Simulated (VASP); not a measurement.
# Mg2O5 (cubic X2O5 type) (Pn-3m) in VASP: a series of runs

Mg2O5 (cubic X2O5 type) is run at these levels: PBE; tasks: single point.

Everything below comes from runs of VASP 6.6.1. Logs are shortened: lines on timing, memory, paths and dates and some standing lists are left out, and cuts for length are marked.

## Step 1: The cell of the first run

Symmetry: Pn-3m, No. 224, cubic system. Conventional cell: a = 5.179 Å, b = 5.179 Å, c = 5.179 Å, α = 90.00°, β = 90.00°, γ = 90.00°. Within 3.0 Å of Mg (site symmetry -3m) lie 12 O at 2.24 to 2.59 Å. O (site symmetry -3m) has 6 O at 2.24 Å and 6 Mg at 2.59 Å within 3.0 Å. Within 3.0 Å of O (site symmetry -42m) lie 4 Mg at 2.24 Å and 8 O at 2.24 to 2.59 Å.

## Step 2: Single point, PBE

File INCAR:

```
PREC     = Accurate       # precision mode
ENCUT    = 520            # plane-wave cutoff, eV
EDIFF    = 1E-7           # SCF threshold, eV
ISMEAR   = -1             # smearing method
SIGMA    = 0.06122561905347299 # smearing width, eV
LREAL    = False          # projectors in reciprocal space
LASPH    = True           # aspherical terms in the spheres
NELM     = 60             # most SCF steps
ALGO     = Normal         # electronic algorithm
ISIF     = 2              # what is computed and relaxed
LWAVE    = False          # write WAVECAR
LCHARG   = True           # write CHGCAR
GGA      = PE             # functional
LELF     = True           # ELF
LVHAR    = True         
NBANDS   = 47             # bands
```

File KPOINTS:

```
Automatic mesh
0
Gamma
  7 7 7
```

File POSCAR:

```
Mg2O5
1.0
    5.1788091193      0.0000000000      0.0000000000
    0.0000000000      5.1788091193      0.0000000000
    0.0000000000      0.0000000000      5.1788091193
Mg O
4 10
Direct
    0.0000000000      0.0000000000      0.0000000000
    0.5000000000      0.5000000000      0.0000000000
    0.5000000000      0.0000000000      0.5000000000
    0.0000000000      0.5000000000      0.5000000000
    0.5000000000      0.0000000000      0.0000000000
    0.0000000000      0.5000000000      0.0000000000
    0.0000000000      0.0000000000      0.5000000000
    0.5000000000      0.5000000000      0.5000000000
    0.7500000000      0.7500000000      0.2500000000
    0.7500000000      0.2500000000      0.7500000000
    0.2500000000      0.7500000000      0.7500000000
    0.7500000000      0.2500000000      0.2500000000
    0.2500000000      0.7500000000      0.2500000000
    0.2500000000      0.2500000000      0.7500000000
```

Potentials or basis: VASP PAW PBE potentials, release 64 (Mg, O).

On the command line:

```
$ cat potpaw_PBE.64/Mg/POTCAR potpaw_PBE.64/O/POTCAR > POTCAR
$ mpirun -np 1 vasp_std > vasp.out
```

OUTCAR:

```text
PREC = Accurate
   ENCUT = 520
   EDIFF = 1E-7
   ISMEAR = -1
   LREAL = False
   LASPH = True
   NELM = 60
   ISIF = 2
   GGA = PE

 ion  position               nearest neighbor table
   1  0.000  0.000  0.000-   9 2.24  10 2.24  11 2.24  12 2.24  13 2.24  14 2.24   5 2.59   6 2.59
                             7 2.59   7 2.59   6 2.59   5 2.59
   2  0.500  0.500  0.000-   9 2.24  10 2.24  11 2.24  12 2.24  13 2.24  14 2.24   5 2.59   6 2.59
                             8 2.59   8 2.59   5 2.59   6 2.59
   3  0.500  0.000  0.500-   9 2.24  10 2.24  11 2.24  12 2.24  13 2.24  14 2.24   5 2.59   7 2.59
                             8 2.59   5 2.59   8 2.59   7 2.59
   4  0.000  0.500  0.500-   9 2.24  10 2.24  11 2.24  12 2.24  13 2.24  14 2.24   6 2.59   7 2.59
                             8 2.59   6 2.59   7 2.59   8 2.59
   5  0.500  0.000  0.000-   1 2.59   2 2.59   3 2.59   3 2.59   2 2.59   1 2.59
   6  0.000  0.500  0.000-   1 2.59   2 2.59   4 2.59   4 2.59   1 2.59   2 2.59
   7  0.000  0.000  0.500-   1 2.59   3 2.59   4 2.59   1 2.59   4 2.59   3 2.59
   8  0.500  0.500  0.500-   2 2.59   3 2.59   4 2.59   2 2.59   3 2.59   4 2.59
   9  0.750  0.750  0.250-   1 2.24   2 2.24   3 2.24   4 2.24
  10  0.750  0.250  0.750-   1 2.24   2 2.24   3 2.24   4 2.24
  11  0.250  0.750  0.750-   1 2.24   2 2.24   3 2.24   4 2.24
  12  0.750  0.250  0.250-   1 2.24   2 2.24   3 2.24   4 2.24
  13  0.250  0.750  0.250-   1 2.24   2 2.24   3 2.24   4 2.24
  14  0.250  0.250  0.750-   1 2.24   2 2.24   3 2.24   4 2.24

  LATTYP: Found a simple cubic cell.
 ALAT       =     5.1788091193

  Lattice vectors:

 A1 = (   5.1788091193,   0.0000000000,   0.0000000000)
 A2 = (   0.0000000000,   5.1788091193,   0.0000000000)
 A3 = (   0.0000000000,   0.0000000000,   5.1788091193)

Analysis of symmetry for initial positions (statically):
=====================================================================
 Subroutine PRICEL returns:
 Original cell was already a primitive cell.

 Routine SETGRP: Setting up the symmetry group for a
 simple cubic supercell.

 Subroutine GETGRP returns: Found 48 space group operations
 (whereof 12 operations were pure point group operations)
 out of a pool of 48 trial point group operations.

The static configuration has the point symmetry D_3d.
 The point group associated with its full space group is O_h .

Analysis of symmetry for dynamics (positions and initial velocities):
=====================================================================
 Subroutine PRICEL returns:
 Original cell was already a primitive cell.

 Routine SETGRP: Setting up the symmetry group for a
 simple cubic supercell.

 Subroutine GETGRP returns: Found 48 space group operations
 (whereof 12 operations were pure point group operations)
 out of a pool of 48 trial point group operations.

The dynamic configuration has the point symmetry D_3d.
 The point group associated with its full space group is O_h .

 Subroutine INISYM returns: Found 48 space group operations
 (whereof 12 operations are pure point group operations),
 and found     1 'primitive' translations

----------------------------------------------------------------------------------------

                                     Primitive cell

  volume of cell :     138.8960

  direct lattice vectors                    reciprocal lattice vectors
     5.178809119  0.000000000  0.000000000     0.193094585  0.000000000  0.000000000
     0.000000000  5.178809119  0.000000000     0.000000000  0.193094585  0.000000000
     0.000000000  0.000000000  5.178809119     0.000000000  0.000000000  0.193094585

  length of vectors
     5.178809119  5.178809119  5.178809119     0.193094585  0.193094585  0.193094585

  position of ions in fractional coordinates (direct lattice)
     0.000000000  0.000000000  0.000000000
     0.500000000  0.500000000  0.000000000
     0.500000000  0.000000000  0.500000000
     0.000000000  0.500000000  0.500000000
     0.500000000  0.000000000  0.000000000
     0.000000000  0.500000000  0.000000000
     0.000000000  0.000000000  0.500000000
     0.500000000  0.500000000  0.500000000
     0.750000000  0.750000000  0.250000000
     0.750000000  0.250000000  0.750000000
     0.250000000  0.750000000  0.750000000
     0.750000000  0.250000000  0.250000000
     0.250000000  0.750000000  0.250000000
     0.250000000  0.250000000  0.750000000
[... 30 lines left out ...]
     0.000000000  0.027584941  0.000000000     0.000000000  0.142857143  0.000000000
     0.000000000  0.000000000  0.027584941     0.000000000  0.000000000  0.142857143

  Length of vectors
     0.027584941  0.027584941  0.027584941

  Shift w.r.t. Gamma in fractional coordinates (k-lattice)
     0.000000000  0.000000000  0.000000000

 Subroutine IBZKPT returns following result:
 ===========================================

 Found     20 irreducible k-points:

 Following reciprocal coordinates:
            Coordinates               Weight
  0.000000  0.000000  0.000000      1.000000
  0.142857  0.000000  0.000000      6.000000
  0.285714  0.000000  0.000000      6.000000
  0.428571  0.000000  0.000000      6.000000
  0.142857  0.142857  0.000000     12.000000
  0.285714  0.142857  0.000000     24.000000
[... 12 lines left out ...]
  0.428571  0.428571  0.285714     24.000000
  0.428571  0.428571  0.428571      8.000000
   k-points           NKPTS =     20   k-points in BZ     NKDIM =     20   number of bands    NBANDS=     47
   number of dos      NEDOS =    301   number of ions     NIONS =     14
   total plane-waves  NPLWV =  64000
   dimension x,y,z NGX =    40 NGY =   40 NGZ =   40
   dimension x,y,z NGXF=    80 NGYF=   80 NGZF=   80
   ions per type =               4  10
   NGX,Y,Z   is equivalent  to a cutoff of  12.84, 12.84, 12.84 a.u.
   NGXF,Y,Z  is equivalent  to a cutoff of  25.68, 25.68, 25.68 a.u.
 SYSTEM =  unknown system
   PREC   = accura    normal or accurate (medium, high low for compatibility)
   ISTART =      0    job   : 0-new  1-cont  2-samecut
   ICHARG =      2    charge: 1-file 2-atom 10-const
   ISPIN  =      1    spin polarized calculation?
   LNONCOLLINEAR =      F non collinear calculations
   LSORBIT =      F    spin-orbit coupling
   LASPH  =      T    aspherical Exc in radial PAW
   ENCUT  =  520.0 eV  38.22 Ry    6.18 a.u.   9.63  9.63  9.63*2*pi/ulx,y,z
   NELM   =     60;   NELMIN=  2; NELMDL= -5     # of ELM steps
   EDIFF  = 0.1E-06   stopping-criterion for ELM
   LREAL  =      F    real-space projection
   EDIFFG = 0.1E-05   stopping-criterion for IOM
   NSW    =      0    number of steps for IOM
   IBRION =     -1    ionic relax: 0-MD 1-quasi-New 2-CG
   NFREE  =      0    steps in history (QN), initial steepest desc. (CG)
   ISIF   =      2    stress and relaxation
   ISYM   =      2    0-nonsym 1-usesym 2-fastsym
   POTIM  = 0.5000    time-step for ionic-motion
   TEBEG  =    0.0;   TEEND  =   0.0 temperature during run
   PSTRESS=    0.0 pullay stress
   NELECT =      68.0000    total number of electrons
   NUPDOWN=      -1.0000    fix difference up-down
   EMIN   =  10.00;   EMAX   =-10.00  energy-range for DOS
   EFERMI =   0.00;   METHOD = LEGACY
   ISMEAR =    -1;   SIGMA  =   0.06  broadening in eV -4-tet -1-fermi 0-gaus
   EFERMI_NEDOS =   21; number of points for ismear=-14 and -15
   IALGO  =     38    algorithm
   IMIX   =      4    mixing-type and parameters
     AMIX     =   0.40;   BMIX     =  1.00
     AMIX_MAG =   1.60;   BMIX_MAG =  1.00
  volume/ion in A,a.u.               =       9.92        66.95
  Fermi-wavevector in a.u.,A,eV,Ry     =   1.290272  2.438260 22.651000  1.664802
  Thomas-Fermi vector in A             =   2.422114
   LORBIT       =      0    0 simple, 1 ext, 2 COOP (PROOUT), +10 PAW based schemes
   GGA     = PE    functional components
   LHFCALC =     F    Hartree Fock is set to
   AEXX    =    0.0000 exact exchange contribution
   IVDW    =     0    specifies the selected vdW correction
   LEPSILON=     F    determine dielectric tensor
   LRPA    =     F    only Hartree local field effects (RPA)
 non-spin polarized calculation
  energy-cutoff  :      520.00
  volume of cell :      138.90
 maximum number of plane-waves:      3783
 NGX is ok and might be reduce to    40
   NGX = 19   NGY = 19   NGZ = 19

 number of electron      68.0000044 magnetization

 Free energy of the ion-electron system (eV)
  ---------------------------------------------------
  ext. energy  EPLUGINS =         0.00000000
  ---------------------------------------------------
  free energy    TOTEN  =       -59.12722410 eV

  energy without entropy =      -58.85183010  energy(sigma->0) =      -58.98952710

 E-fermi :   2.8385     XC(G=0): -10.7151

 val. band max:        2.8285979689   @ k =   0.2857   0.0000   0.0000
 cond. band min:       2.8385604085   @ k =   0.2857   0.2857   0.2857
 fundamental gap:      0.0099624396
 Fermi energy:         2.8385367374

 k-point     1 :       0.0000    0.0000    0.0000
  band No.  band energies     occupation
      1     -16.8041      2.00000
      2     -14.6845      2.00000
      3     -14.6845      2.00000
      4     -14.5709      2.00000
      5     -14.5709      2.00000
      6     -14.5709      2.00000
[... 969 lines left out ...]
     45      11.4068      0.00000
     46      12.7266      0.00000
 [bands above 46 left out]

------------------------ aborting loop because EDIFF is reached ----------------------------------------

  FORCE on cell =-STRESS in cart. coord.  units (eV):
  Direction    XX          YY          ZZ          XY          YZ          ZX
  --------------------------------------------------------------------------------------
  -------------------------------------------------------------------------------------
  Total       -0.6111140     -0.6111140     -0.6111140     -0.0000000      0.0000000      0.0000000
  in kB       -7.0492526     -7.0492526     -7.0492526     -0.0000000      0.0000000      0.0000000
  external PRESSURE =      -7.0492526 kB  Pullay stress =       0.0000000 kB

 VOLUME and BASIS-vectors are now :
 -----------------------------------------------------------------------------
  energy-cutoff  :      520.00
  volume of cell :      138.90
      direct lattice vectors                 reciprocal lattice vectors
     5.178809119  0.000000000  0.000000000     0.193094585  0.000000000  0.000000000
     0.000000000  5.178809119  0.000000000     0.000000000  0.193094585  0.000000000
     0.000000000  0.000000000  5.178809119     0.000000000  0.000000000  0.193094585

 POSITION                                       TOTAL-FORCE (eV/Angst)
 -----------------------------------------------------------------------------------
      0.00000      0.00000      0.00000        -0.000000      0.000000     -0.000000
      2.58940      2.58940      0.00000        -0.000000      0.000000     -0.000000
      2.58940      0.00000      2.58940        -0.000000      0.000000     -0.000000
      0.00000      2.58940      2.58940        -0.000000      0.000000     -0.000000
      2.58940      0.00000      0.00000        -0.000000      0.000000     -0.000000
      0.00000      2.58940      0.00000        -0.000000      0.000000     -0.000000
      0.00000      0.00000      2.58940        -0.000000      0.000000     -0.000000
      2.58940      2.58940      2.58940        -0.000000      0.000000     -0.000000
      3.88411      3.88411      1.29470         0.000000      0.000000      0.000000
      3.88411      1.29470      3.88411        -0.000000     -0.000000      0.000000
      1.29470      3.88411      3.88411         0.000000     -0.000000     -0.000000
      3.88411      1.29470      1.29470         0.000000     -0.000000     -0.000000
      1.29470      3.88411      1.29470        -0.000000      0.000000     -0.000000
      1.29470      1.29470      3.88411        -0.000000     -0.000000      0.000000
 -----------------------------------------------------------------------------------
    total drift:                               -0.000000      0.000000      0.000000

  FREE ENERGIE OF THE ION-ELECTRON SYSTEM (eV)
  ---------------------------------------------------
  free  energy   TOTEN  =       -59.1272241041 eV

  energy  without entropy=      -58.8518301048  energy(sigma->0) =      -58.98952710
```

Run time: 2.2 min. Hardware: 1 thread of Intel Xeon Platinum 8259CL at 2.50GHz (Skylake/Cascade Lake), shared host; peak memory 0.28 GiB.

Results:

```yaml
Free_energy: -59.1272 eV
Pressure: -0.7 GPa
Band_gap_on_the_k_mesh: zero (band 34 reaches 3.03 eV, above the bottom of band 35 at 2.78 eV)
```

## Step 3: Single point, PBE

This run uses another cell than the first one, of 10.12 Å³/atom, 1.020 times its volume.

File INCAR:

```
SYSTEM = Mg2O5
ALGO = Normal
EDIFF = 1E-6
ENCUT = 520
GGA = PE
ISIF = 2
ISMEAR = -1
LASPH = .TRUE.
LCHARG = .FALSE.
LREAL = .FALSE.
LWAVE = .FALSE.
NBANDS = 47
NELM = 100
PREC = Accurate
SIGMA = 0.06122561905347299
```

File KPOINTS:

```
k-points
0
G
  7 7 7
  0 0 0
```

POSCAR, as its differences from that of step 2:

```diff
@@ -2,5 +2,5 @@
 1.0
-    5.1788091193      0.0000000000      0.0000000000
-    0.0000000000      5.1788091193      0.0000000000
-    0.0000000000      0.0000000000      5.1788091193
+    5.2131068680      0.0000000000      0.0000000000
+    0.0000000000      5.2131068680      0.0000000000
+    0.0000000000      0.0000000000      5.2131068680
 Mg O
```

Potentials or basis: VASP PAW PBE potentials, release 64 (Mg, O).

On the command line:

```
$ cat potpaw_PBE.64/Mg/POTCAR potpaw_PBE.64/O/POTCAR > POTCAR
$ mpirun -np 1 vasp_std > vasp.out
```

Wall time 1.9 min (1 thread of Intel Xeon Platinum 8259CL at 2.50GHz (Skylake/Cascade Lake), shared host); peak memory 0.29 GiB.

Results (log left out):

```yaml
Free_energy: -59.0997 eV
Pressure: -2.9 GPa
Band_gap_on_the_k_mesh: zero (band 34 reaches 2.84 eV, above the bottom of band 35 at 2.59 eV)
```

Levels at points of the mesh, in eV from the Fermi level:
```
           k point  band 32  band 33  band 34  band 35  band 36  band 37
(0.00, 0.00, 0.00)    -0.08    -0.08    -0.08     0.29     0.29     0.29
```

(Continued in part 2 of 2.)
